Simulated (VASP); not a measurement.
# I (Cmce) in VASP: further runs

The runs below take I through single point, with PBEsol.

All numbers are computed with VASP 6.6.1; they aren't measurements. Logs are shortened: lines on timing, memory, paths and dates and some standing lists are left out, and cuts for length are marked.

### 1 The cell of the first run

The structure is orthorhombic, space group Cmce (No. 64). The conventional cell has a = 7.270 Å, b = 4.790 Å, c = 9.793 Å, α = 90.00°, β = 90.00°, γ = 90.00°. Within 3.6 Å of I (site symmetry m) lie 3 I at 2.68 to 3.56 Å.

### 2 Single point, PBEsol (42.63 Å³/atom)

INCAR

```
SYSTEM = I
PREC     = Accurate       ! precision mode
ENCUT    = 520            ! plane-wave cutoff, eV
EDIFF    = 1E-6           ! SCF threshold, eV
ISMEAR   = -1             ! smearing method
SIGMA    = 0.05           ! smearing width, eV
LREAL    = .False.        ! projectors in reciprocal space
LASPH    = .True.         ! aspherical terms in the spheres
NELM     = 80             ! most SCF steps
ALGO     = Normal         ! electronic algorithm
ISIF     = 2              ! what is computed and relaxed
LWAVE    = .False.        ! write WAVECAR
LCHARG   = .False.        ! write CHGCAR
GGA      = PS             ! functional
NBANDS   = 22             ! bands
```

KPOINTS

```
Automatic mesh
0
Gamma
  7 7 3
  0 0 0
```

POSCAR

```
I
1.0
    3.6350350000     -2.3950200000      0.0000000000
    3.6350350000      2.3950200000      0.0000000000
    0.0000000000      0.0000000000      9.7934400000
I
4
Direct
    0.6493000000      0.3507000000      0.3844000000
    0.1493000000      0.8507000000      0.1156000000
    0.3507000000      0.6493000000      0.6156000000
    0.8507000000      0.1493000000      0.8844000000
```

Potentials or basis: VASP PAW PBE potentials, release 64 (I).

Run with:

```sh
> cat potpaw_PBE.64/I/POTCAR > POTCAR
> mpirun -np 1 vasp_std > vasp.out
```

OUTCAR:

```text
SYSTEM = I
   PREC = Accurate
   ENCUT = 520
   EDIFF = 1E-6
   ISMEAR = -1
   LREAL = .False.
   LASPH = .True.
   NELM = 80
   ISIF = 2
   GGA = PS

 ion  position               nearest neighbor table
   1  0.649  0.351  0.384-   3 2.68   2 3.56   2 3.56
   2  0.149  0.851  0.116-   4 2.68   1 3.56   1 3.56
   3  0.351  0.649  0.616-   1 2.68   4 3.56   4 3.56
   4  0.851  0.149  0.884-   2 2.68   3 3.56   3 3.56

  LATTYP: Found a base centered orthorhombic cell.
 ALAT       =     4.7900400000
 B/A-ratio  =     1.5177472422
 C/A-ratio  =     2.0445424255

  Lattice vectors:

 A1 = (  -3.6350350000,  -2.3950200000,   0.0000000000)
 A2 = (   3.6350350000,  -2.3950200000,   0.0000000000)
 A3 = (   0.0000000000,   0.0000000000,   9.7934400000)

Analysis of symmetry for initial positions (statically):
=====================================================================
 Subroutine PRICEL returns:
 Original cell was already a primitive cell.

 Routine SETGRP: Setting up the symmetry group for a
 base centered orthorhombic supercell.

 Subroutine GETGRP returns: Found  8 space group operations
 (whereof  4 operations were pure point group operations)
 out of a pool of  8 trial point group operations.

The static configuration has the point symmetry C_2h.
 The point group associated with its full space group is D_2h.

Analysis of symmetry for dynamics (positions and initial velocities):
=====================================================================
 Subroutine PRICEL returns:
 Original cell was already a primitive cell.

 Routine SETGRP: Setting up the symmetry group for a
 base centered orthorhombic supercell.

 Subroutine GETGRP returns: Found  8 space group operations
 (whereof  4 operations were pure point group operations)
 out of a pool of  8 trial point group operations.

The dynamic configuration has the point symmetry C_2h.
 The point group associated with its full space group is D_2h.

 Subroutine INISYM returns: Found  8 space group operations
 (whereof  4 operations are pure point group operations),
 and found     1 'primitive' translations

----------------------------------------------------------------------------------------

                                     Primitive cell

  volume of cell :     170.5230

  direct lattice vectors                    reciprocal lattice vectors
     3.635035000 -2.395020000  0.000000000     0.137550257 -0.208766524  0.000000000
     3.635035000  2.395020000  0.000000000     0.137550257  0.208766524  0.000000000
     0.000000000  0.000000000  9.793440000     0.000000000  0.000000000  0.102109167

  length of vectors
     4.353113857  4.353113857  9.793440000     0.250007070  0.250007070  0.102109167

  position of ions in fractional coordinates (direct lattice)
     0.649300000  0.350700000  0.384400000
     0.149300000  0.850700000  0.115600000
     0.350700000  0.649300000  0.615600000
     0.850700000  0.149300000  0.884400000

  ion indices of the primitive-cell ions
   primitive index   ion index
                 1           1
                 2           2
                 3           3
                 4           4

----------------------------------------------------------------------------------------

 KPOINTS: Automatic mesh

Automatic generation of k-mesh.
 Grid dimensions read from file:
 generate k-points for:    7    7    3

 Generating k-lattice:

  Cartesian coordinates                     Fractional coordinates (reciprocal lattice)
     0.019650037 -0.029823789  0.000000000     0.142857143  0.000000000  0.000000000
     0.019650037  0.029823789  0.000000000     0.000000000  0.142857143  0.000000000
     0.000000000  0.000000000  0.034036389     0.000000000  0.000000000  0.333333333

  Length of vectors
     0.035715296  0.035715296  0.034036389

  Shift w.r.t. Gamma in fractional coordinates (k-lattice)
     0.000000000  0.000000000  0.000000000

 Subroutine IBZKPT returns following result:
 ===========================================

 Found     32 irreducible k-points:

 Following reciprocal coordinates:
            Coordinates               Weight
  0.000000  0.000000  0.000000      1.000000
  0.142857  0.000000  0.000000      4.000000
  0.285714  0.000000  0.000000      4.000000
  0.428571  0.000000  0.000000      4.000000
  0.142857  0.142857  0.000000      2.000000
  0.285714  0.142857  0.000000      4.000000
[... 16 lines left out ...]
  0.428571  0.142857  0.333333      8.000000
 -0.428571  0.142857  0.333333      8.000000
 [... further k-points ...]
   k-points           NKPTS =     32   k-points in BZ     NKDIM =     32   number of bands    NBANDS=     22
   number of dos      NEDOS =    301   number of ions     NIONS =      4
   total plane-waves  NPLWV =  81920
   dimension x,y,z NGX =    32 NGY =   32 NGZ =   80
   dimension x,y,z NGXF=    64 NGYF=   64 NGZF=  160
   ions per type =               4
   NGX,Y,Z   is equivalent  to a cutoff of  12.22, 12.22, 13.58 a.u.
   NGXF,Y,Z  is equivalent  to a cutoff of  24.44, 24.44, 27.16 a.u.
 SYSTEM =  I
   PREC   = accura    normal or accurate (medium, high low for compatibility)
   ISTART =      0    job   : 0-new  1-cont  2-samecut
   ICHARG =      2    charge: 1-file 2-atom 10-const
   ISPIN  =      1    spin polarized calculation?
   LNONCOLLINEAR =      F non collinear calculations
   LSORBIT =      F    spin-orbit coupling
   LASPH  =      T    aspherical Exc in radial PAW
   ENCUT  =  520.0 eV  38.22 Ry    6.18 a.u.   8.09  8.09 18.21*2*pi/ulx,y,z
   NELM   =     80;   NELMIN=  2; NELMDL= -5     # of ELM steps
   EDIFF  = 0.1E-05   stopping-criterion for ELM
   LREAL  =      F    real-space projection
   EDIFFG = 0.1E-04   stopping-criterion for IOM
   NSW    =      0    number of steps for IOM
   IBRION =     -1    ionic relax: 0-MD 1-quasi-New 2-CG
   NFREE  =      0    steps in history (QN), initial steepest desc. (CG)
   ISIF   =      2    stress and relaxation
   ISYM   =      2    0-nonsym 1-usesym 2-fastsym
   POTIM  = 0.5000    time-step for ionic-motion
   TEBEG  =    0.0;   TEEND  =   0.0 temperature during run
   PSTRESS=    0.0 pullay stress
   NELECT =      28.0000    total number of electrons
   NUPDOWN=      -1.0000    fix difference up-down
   EMIN   =  10.00;   EMAX   =-10.00  energy-range for DOS
   EFERMI =   0.00;   METHOD = LEGACY
   ISMEAR =    -1;   SIGMA  =   0.05  broadening in eV -4-tet -1-fermi 0-gaus
   EFERMI_NEDOS =   21; number of points for ismear=-14 and -15
   IALGO  =     38    algorithm
   IMIX   =      4    mixing-type and parameters
     AMIX     =   0.40;   BMIX     =  1.00
     AMIX_MAG =   1.60;   BMIX_MAG =  1.00
  volume/ion in A,a.u.               =      42.63       287.69
  Fermi-wavevector in a.u.,A,eV,Ry     =   0.896465  1.694073 10.934307  0.803649
  Thomas-Fermi vector in A             =   2.018926
   LORBIT       =      0    0 simple, 1 ext, 2 COOP (PROOUT), +10 PAW based schemes
   GGA     = PS    functional components
   LHFCALC =     F    Hartree Fock is set to
   AEXX    =    0.0000 exact exchange contribution
   IVDW    =     0    specifies the selected vdW correction
   LEPSILON=     F    determine dielectric tensor
   LRPA    =     F    only Hartree local field effects (RPA)
 non-spin polarized calculation
  energy-cutoff  :      520.00
  volume of cell :      170.52
 maximum number of plane-waves:      4633
   NGX = 17   NGY = 17   NGZ = 37

 number of electron      28.0000001 magnetization

 Free energy of the ion-electron system (eV)
  ---------------------------------------------------
  ext. energy  EPLUGINS =         0.00000000
  ---------------------------------------------------
  free energy    TOTEN  =        -6.82943305 eV

  energy without entropy =       -6.82943238  energy(sigma->0) =       -6.82943271

 E-fermi :   3.0518     XC(G=0):  -8.2031

 val. band max:        2.4081253547   @ k =   0.0000   0.0000   0.0000
 cond. band min:       3.6949034667   @ k =   0.4286   0.4286   0.0000
 fundamental gap:      1.2867781120
 Fermi energy:         3.0517609610

 k-point     1 :       0.0000    0.0000    0.0000
  band No.  band energies     occupation
      1     -11.2103      2.00000
      2     -10.7505      2.00000
      3      -9.1387      2.00000
      4      -8.1837      2.00000
      5      -2.1605      2.00000
      6      -0.7914      2.00000
[... 14 lines left out ...]
     21       9.6424      0.00000
     22       9.8015      0.00000

 k-point     2 :       0.1429    0.0000    0.0000
  band No.  band energies     occupation
      1     -11.1476      2.00000
      2     -10.7250      2.00000
      3      -9.0897      2.00000
      4      -8.2342      2.00000
      5      -2.1493      2.00000
      6      -0.9506      2.00000
[... 14 lines left out ...]
     21       9.3521      0.00000
     22       9.7030      0.00000

 k-point     3 :       0.2857    0.0000    0.0000
  band No.  band energies     occupation
      1     -10.9856      2.00000
      2     -10.6787      2.00000
      3      -8.9586      2.00000
      4      -8.3765      2.00000
      5      -2.1621      2.00000
      6      -1.4327      2.00000
[... 14 lines left out ...]
     21       9.7166      0.00000
     22      10.3989      0.00000
[... 476 lines left out ...]
 k-point    23 :       0.4286    0.1429    0.3333
  band No.  band energies     occupation
      1     -10.8315      2.00000
      2     -10.7028      2.00000
      3      -8.7444      2.00000
      4      -8.5052      2.00000
      5      -1.9549      2.00000
      6      -1.6198      2.00000
[... 14 lines left out ...]
     21       9.6362      0.00000
     22      10.0130      0.00000

 k-point    24 :      -0.4286    0.1429    0.3333
  band No.  band energies     occupation
      1     -10.7308      2.00000
      2     -10.7012      2.00000
      3      -8.6899      2.00000
      4      -8.6389      2.00000
      5      -1.9103      2.00000
      6      -1.8317      2.00000
[... 14 lines left out ...]
     21      10.3388      0.00000
     22      10.7727      0.00000

 [... further k-points ...]

------------------------ aborting loop because EDIFF is reached ----------------------------------------

  FORCE on cell =-STRESS in cart. coord.  units (eV):
  Direction    XX          YY          ZZ          XY          YZ          ZX
  --------------------------------------------------------------------------------------
  -------------------------------------------------------------------------------------
  Total        0.0056308     -0.4463424      0.7134720      0.0000000      0.0000000      0.0000000
  in kB        0.0529055     -4.1936845      6.7035443      0.0000000      0.0000000      0.0000000
  external PRESSURE =       0.8542551 kB  Pullay stress =       0.0000000 kB

 VOLUME and BASIS-vectors are now :
 -----------------------------------------------------------------------------
  energy-cutoff  :      520.00
  volume of cell :      170.52
      direct lattice vectors                 reciprocal lattice vectors
     3.635035000 -2.395020000  0.000000000     0.137550257 -0.208766524  0.000000000
     3.635035000  2.395020000  0.000000000     0.137550257  0.208766524  0.000000000
     0.000000000  0.000000000  9.793440000     0.000000000  0.000000000  0.102109167

 POSITION                                       TOTAL-FORCE (eV/Angst)
 -----------------------------------------------------------------------------------
      3.63503     -0.71515      3.76460         0.000000     -0.334881     -0.687561
      3.63503      1.67987      1.13212         0.000000     -0.334881      0.687561
      3.63503      0.71515      6.02884         0.000000      0.334881      0.687561
      3.63503     -1.67987      8.66132         0.000000      0.334881     -0.687561
 -----------------------------------------------------------------------------------
    total drift:                               -0.000000     -0.000000      0.000000

  FREE ENERGIE OF THE ION-ELECTRON SYSTEM (eV)
  ---------------------------------------------------
  free  energy   TOTEN  =        -6.8294330460 eV

  energy  without entropy=       -6.8294323831  energy(sigma->0) =       -6.82943271
```

It took 67 s on 1 thread of Intel Xeon Platinum 8559C (Emerald Rapids), shared host; peak memory 0.3 GiB.

What came out:

```
Free energy            : -6.8294 eV
Pressure               : 0.1 GPa
Largest force          : 0.765 eV/Å
Band gap on the k mesh : 1.29 eV (least direct gap 1.37 eV)
```

Forces on the atoms (eV/Å):
```
I    0.000 -0.335 -0.688
I    0.000 -0.335  0.688
I    0.000  0.335  0.688
I    0.000  0.335 -0.688
```

Levels at points of the mesh, in eV from the valence-band top:
```
           k point  band 10  band 11  band 12  band 13  band 14  band 15  band 16  band 17  band 18  band 19
(0.00, 0.00, 0.00)    -1.14    -1.13    -0.55    -0.06     0.00     1.37     2.22     5.12     5.15     5.32
```

Caveat: this functional lacks dispersion, which holds the molecules together, so the pressure and a relaxed volume are unreliable; the PAW data sets were made with another functional, which shifts forces and pressure a little; spin-orbit coupling is left out, which moves the levels of the heavy elements.

### 3 Single point, PBEsol (43.48 Å³/atom)

This run uses another cell than the first one, of 43.48 Å³/atom.

INCAR

```
SYSTEM = I
PREC = Accurate ; ENCUT = 520
EDIFF = 1E-6 ; ISMEAR = -1
SIGMA = 0.05 ; LREAL = .False.
LASPH = .True. ; NELM = 80
ALGO = Normal ; ISIF = 2
LWAVE = .False. ; LCHARG = .False.
GGA = PS ; NBANDS = 22
```

KPOINTS

```
regular mesh
0
Gamma
  7 7 3
  0 0 0
```

POSCAR

```
I
1.0
    3.6591087810     -2.4108815219      0.0000000000
    3.6591087810      2.4108815219      0.0000000000
    0.0000000000      0.0000000000      9.8582991087
I
4
Direct
    0.6493000000      0.3507000000      0.3844000000
    0.1493000000      0.8507000000      0.1156000000
    0.3507000000      0.6493000000      0.6156000000
    0.8507000000      0.1493000000      0.8844000000
```

Potentials or basis: VASP PAW PBE potentials, release 64 (I).

Run with:

```sh
> cat potpaw_PBE.64/I/POTCAR > POTCAR
> mpirun -np 1 vasp_std > vasp.out
```

OUTCAR:

```text
SYSTEM = I
   PREC = Accurate
   ENCUT = 520
   EDIFF = 1E-6
   ISMEAR = -1
   LREAL = .False.
   LASPH = .True.
   NELM = 80
   ISIF = 2
   GGA = PS

 ion  position               nearest neighbor table
   1  0.649  0.351  0.384-   3 2.70
   2  0.149  0.851  0.116-   4 2.70
   3  0.351  0.649  0.616-   1 2.70
   4  0.851  0.149  0.884-   2 2.70

  LATTYP: Found a base centered orthorhombic cell.
 ALAT       =     4.8217630438
 B/A-ratio  =     1.5177472421
 C/A-ratio  =     2.0445424255
[... 797 lines left out ...]

  FORCE on cell =-STRESS in cart. coord.  units (eV):
  Direction    XX          YY          ZZ          XY          YZ          ZX
  --------------------------------------------------------------------------------------
  -------------------------------------------------------------------------------------
  Total       -0.0679293     -0.9228017     -0.2582604      0.0000000     -0.0000000      0.0000000
  in kB       -0.6257269     -8.5003297     -2.3789494      0.0000000     -0.0000000      0.0000000
  external PRESSURE =      -3.8350020 kB  Pullay stress =       0.0000000 kB

 VOLUME and BASIS-vectors are now :
 -----------------------------------------------------------------------------
  energy-cutoff  :      520.00
  volume of cell :      173.93
      direct lattice vectors                 reciprocal lattice vectors
     3.659108781 -2.410881522  0.000000000     0.136645295 -0.207393020  0.000000000
     3.659108781  2.410881522  0.000000000     0.136645295  0.207393020  0.000000000
     0.000000000  0.000000000  9.858299109     0.000000000  0.000000000  0.101437377

 POSITION                                       TOTAL-FORCE (eV/Angst)
 -----------------------------------------------------------------------------------
      3.65911     -0.71989      3.78953         0.000000     -0.230884     -0.547373
      3.65911      1.69099      1.13962         0.000000     -0.230884      0.547373
      3.65911      0.71989      6.06877         0.000000      0.230884      0.547373
      3.65911     -1.69099      8.71868         0.000000      0.230884     -0.547373
 -----------------------------------------------------------------------------------
    total drift:                               -0.000000     -0.000000     -0.000000

  FREE ENERGIE OF THE ION-ELECTRON SYSTEM (eV)
  ---------------------------------------------------
  free  energy   TOTEN  =        -6.8262399632 eV

  energy  without entropy=       -6.8262389981  energy(sigma->0) =       -6.82623948
```

Wall time 78 s (1 thread of Intel Xeon Platinum 8559C (Emerald Rapids), shared host); peak memory 0.33 GiB.

Results:

```yaml
Free_energy: -6.8262 eV
Pressure: -0.4 GPa
Largest_force: 0.594 eV/Å
Band_gap_on_the_k_mesh: 1.24 eV (least direct gap 1.31 eV)
```

Forces on the atoms (eV/Å):
```
I    0.000 -0.231 -0.547
I    0.000 -0.231  0.547
I    0.000  0.231  0.547
I    0.000  0.231 -0.547
```

Levels at points of the mesh, in eV from the valence-band top:
```tsv
k point	band 11	band 12	band 13	band 14	band 15	band 16	band 17	band 18
(0.00, 0.00, 0.00)	-1.10	-0.53	-0.06	0.00	1.31	2.15	5.11	5.20
```

Caveat: this functional lacks dispersion, which holds the molecules together, so the pressure and a relaxed volume are unreliable; the PAW data sets were made with another functional, which shifts forces and pressure a little; spin-orbit coupling is left out, which moves the levels of the heavy elements. A k mesh can miss the band edges.
